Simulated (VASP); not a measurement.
# PmC (F-43m) in VASP: single point with PBEsol

Aim: the single point of PmC with PBEsol.

Program: VASP 6.6.1. These are calculated values, not measurements. Logs are shortened: lines on timing, memory, paths and dates and some standing lists are left out, and cuts for length are marked.

**1. The cell of the first run**

It takes space group F-43m (No. 216, cubic). The conventional cell has a = 5.429 Å, b = 5.429 Å, c = 5.429 Å, α = 90.00°, β = 90.00°, γ = 90.00°. Within 3.1 Å of Pm (site symmetry -43m) lie 4 C at 2.35 Å. C (site symmetry -43m) has 4 Pm at 2.35 Å within 3.1 Å.

**2. Single point, PBEsol, collinear spin, ferromagnetic start**

File POSCAR:

```
PmC
1.0
    0.0000000000      2.7142651610      2.7142651610
    2.7142651610      0.0000000000      2.7142651610
    2.7142651610      2.7142651610      0.0000000000
Pm C
1 1
Direct
    0.0000000000      0.0000000000      0.0000000000
    0.2500000000      0.2500000000      0.2500000000
```

File INCAR.step1:

```
PREC     = Accurate       # precision mode
ENCUT    = 520            # plane-wave cutoff, eV
EDIFF    = 1E-7           # SCF threshold, eV
ISMEAR   = 0              # smearing method
SIGMA    = 0.05           # smearing width, eV
LREAL    = F              # projectors in reciprocal space
LASPH    = T              # aspherical terms in the spheres
NELM     = 150            # most SCF steps
ALGO     = Normal         # electronic algorithm
ISIF     = 2              # what is computed and relaxed
LWAVE    = F              # write WAVECAR
LCHARG   = T              # write CHGCAR
ISPIN    = 2              # spin polarisation
MAGMOM   = 4.15 0         # initial moments
LMAXMIX  = 6              # l up to which the mixer works
GGA      = PS             # functional
NBANDS   = 20             # bands
```

File KPOINTS.step1:

```
regular mesh
0
Gamma
  10 10 10
```

File INCAR.step2:

```
PREC     = Accurate       # precision mode
ENCUT    = 520            # plane-wave cutoff, eV
EDIFF    = 1E-7           # SCF threshold, eV
ISMEAR   = -5             # smearing method
SIGMA    = 0.05           # smearing width, eV
LREAL    = F              # projectors in reciprocal space
LASPH    = T              # aspherical terms in the spheres
NELM     = 150            # most SCF steps
ALGO     = Normal         # electronic algorithm
ISIF     = 2              # what is computed and relaxed
LWAVE    = F              # write WAVECAR
LCHARG   = F              # write CHGCAR
ISPIN    = 2              # spin polarisation
MAGMOM   = 4.15 0         # initial moments
LORBIT   = 10             # projections on sites
LMAXMIX  = 6              # l up to which the mixer works
GGA      = PS             # functional
NBANDS   = 20             # bands
NEDOS    = 1001           # points of the DOS
ICHARG   = 11             # starting density
```

File KPOINTS.step2:

```
regular mesh
0
Gamma
  15 15 15
```

Potentials or basis: VASP PAW PBE potentials, release 64 (Pm, C).

Launch:

```bash
$ cat potpaw_PBE.64/Pm/POTCAR potpaw_PBE.64/C/POTCAR > POTCAR
$ cp INCAR.step1 INCAR
$ cp KPOINTS.step1 KPOINTS
$ mpirun -np 1 vasp_std > vasp.out
$ cp INCAR.step2 INCAR
$ cp KPOINTS.step2 KPOINTS
$ mpirun -np 1 vasp_std > vasp.out
```

OUTCAR:

```text
PREC = Accurate
   ENCUT = 520
   EDIFF = 1E-7
   ISMEAR = -5
   LREAL = F
   LASPH = T
   NELM = 150
   ISIF = 2
   ISPIN = 2
   LORBIT = 10
   GGA = PS
   ICHARG = 11

 ion  position               nearest neighbor table
   1  0.000  0.000  0.000-   2 2.35   2 2.35   2 2.35   2 2.35
   2  0.250  0.250  0.250-   1 2.35   1 2.35   1 2.35   1 2.35

  LATTYP: Found a face centered cubic cell.
 ALAT       =     5.4285303220

  Lattice vectors:

 A1 = (   0.0000000000,   2.7142651610,   2.7142651610)
 A2 = (   2.7142651610,   0.0000000000,   2.7142651610)
 A3 = (   2.7142651610,   2.7142651610,   0.0000000000)

Analysis of symmetry for initial positions (statically):
=====================================================================
 Subroutine PRICEL returns:
 Original cell was already a primitive cell.

 Routine SETGRP: Setting up the symmetry group for a
 face centered cubic supercell.

 Subroutine GETGRP returns: Found 24 space group operations
 (whereof 24 operations were pure point group operations)
 out of a pool of 48 trial point group operations.

The static configuration has the point symmetry T_d .

Analysis of symmetry for dynamics (positions and initial velocities):
=====================================================================
 Subroutine PRICEL returns:
 Original cell was already a primitive cell.

 Routine SETGRP: Setting up the symmetry group for a
 face centered cubic supercell.

 Subroutine GETGRP returns: Found 24 space group operations
 (whereof 24 operations were pure point group operations)
 out of a pool of 48 trial point group operations.

The dynamic configuration has the point symmetry T_d .

Analysis of structural, dynamic, and magnetic symmetry:
=====================================================================
 Subroutine PRICEL returns:
 Original cell was already a primitive cell.

 Routine SETGRP: Setting up the symmetry group for a
 face centered cubic supercell.

 Subroutine GETGRP returns: Found 24 space group operations
 (whereof 24 operations were pure point group operations)
 out of a pool of 48 trial point group operations.

The overall configuration has the point symmetry T_d .

 Subroutine INISYM returns: Found 24 space group operations
 (whereof 24 operations are pure point group operations),
 and found     1 'primitive' translations

[... 119 lines left out ...]
  Thomas-Fermi vector in A             =   2.410011
   LORBIT       =     10    0 simple, 1 ext, 2 COOP (PROOUT), +10 PAW based schemes
   GGA     = PS    functional components
   LHFCALC =     F    Hartree Fock is set to
   AEXX    =    0.0000 exact exchange contribution
   IVDW    =     0    specifies the selected vdW correction
   LEPSILON=     F    determine dielectric tensor
   LRPA    =     F    only Hartree local field effects (RPA)
 spin polarized calculation
 Fermi weights with tetrahedron method with Bloechl corrections
  energy-cutoff  :      520.00
  volume of cell :       39.99
 maximum number of plane-waves:      1089
 NGX is ok and might be reduce to    30

 number of electron      19.0000003 magnetization       3.5663210

 Free energy of the ion-electron system (eV)
  ---------------------------------------------------
  ext. energy  EPLUGINS =         0.00000000
  ---------------------------------------------------
  free energy    TOTEN  =       -16.26733576 eV

  energy without entropy =      -16.26733576  energy(sigma->0) =      -16.26733576

 E-fermi :   4.7506     XC(G=0): -10.3881

 val. band max:        4.7898312675   @ k =  -0.4667   0.3333   0.0000
 cond. band min:       4.7501071228   @ k =  -0.4667   0.4000   0.1333
 fundamental gap:     -0.0397241447
 Fermi energy:         4.7505579257

 spin component 1

 k-point     1 :       0.0000    0.0000    0.0000
  band No.  band energies     occupation
      1     -32.9858      1.00000
      2     -12.9976      1.00000
      3     -12.9976      1.00000
      4     -12.9976      1.00000
      5      -3.9233      1.00000
      6       3.1722      1.00000
[... 541 lines left out ...]
     19      13.7581      0.00000
     20      14.1591      0.00000

 [... further k-points ...]

 spin component 2

 k-point     1 :       0.0000    0.0000    0.0000
  band No.  band energies     occupation
      1     -31.2025      1.00000
      2     -11.7120      1.00000
      3     -11.7120      1.00000
      4     -11.7120      1.00000
      5      -4.2194      1.00000
      6       3.1347      1.00000
[... 541 lines left out ...]
     19      14.0659      0.00000
     20      14.5586      0.00000

 [... further k-points ...]

------------------------ aborting loop because EDIFF is reached ----------------------------------------

  FORCE on cell =-STRESS in cart. coord.  units (eV):
  Direction    XX          YY          ZZ          XY          YZ          ZX
  --------------------------------------------------------------------------------------
  -------------------------------------------------------------------------------------
  Total        3.2165732      3.2165732      3.2165732     -0.0000000     -0.0000000      0.0000000
  in kB      128.8597265    128.8597265    128.8597265     -0.0000000     -0.0000000      0.0000000
  external PRESSURE =     128.8597265 kB  Pullay stress =       0.0000000 kB

 VOLUME and BASIS-vectors are now :
 -----------------------------------------------------------------------------
  energy-cutoff  :      520.00
  volume of cell :       39.99
      direct lattice vectors                 reciprocal lattice vectors
     0.000000000  2.714265161  2.714265161    -0.184211921  0.184211921  0.184211921
     2.714265161  0.000000000  2.714265161     0.184211921 -0.184211921  0.184211921
     2.714265161  2.714265161  0.000000000     0.184211921  0.184211921 -0.184211921

 POSITION                                       TOTAL-FORCE (eV/Angst)
 -----------------------------------------------------------------------------------
      0.00000      0.00000      0.00000         0.000000      0.000000      0.000000
      1.35713      1.35713      1.35713        -0.000000     -0.000000     -0.000000
 -----------------------------------------------------------------------------------
    total drift:                                0.000000      0.000000      0.000000

  FREE ENERGIE OF THE ION-ELECTRON SYSTEM (eV)
  ---------------------------------------------------
  free  energy   TOTEN  =       -16.2673357639 eV

  energy  without entropy=      -16.2673357639  energy(sigma->0) =      -16.26733576

 total charge

# of ion       s       p       d       f       tot
--------------------------------------------------
    1        2.023   5.556   0.709   4.172  12.461
    2        0.935   1.349   0.000   0.000   2.284
--------------------------------------------------
tot          2.959   6.905   0.709   4.172  14.745

 magnetization (x)

# of ion       s       p       d       f       tot
--------------------------------------------------
    1       -0.012  -0.003  -0.026   3.950   3.908
    2       -0.015  -0.197   0.000   0.000  -0.212
--------------------------------------------------
tot         -0.028  -0.200  -0.026   3.950   3.696
```

It took 4.2 min on 1 thread of Intel Xeon Platinum 8488C (Sapphire Rapids), shared host; peak memory 0.3 GiB.

What came out:

```yaml
Net_moment: 3.57 μB per cell
Site_moments: Pm +3.91; C -0.21 μB
Valence_electrons_inside_the_program's_atomic_spheres: Pm 12.46; C 2.28
```

Caveat: the magnetic or orbital state may not be the lowest; the PAW data sets were made with another functional, which shifts forces and pressure a little; spin-orbit coupling is left out, which moves the levels of the heavy elements; semilocal functionals describe open f shells poorly, which spoils levels, moments and volumes; tetrahedron occupations give inexact forces and stress in metals. The state reached can hang on the start; a lower one may exist.
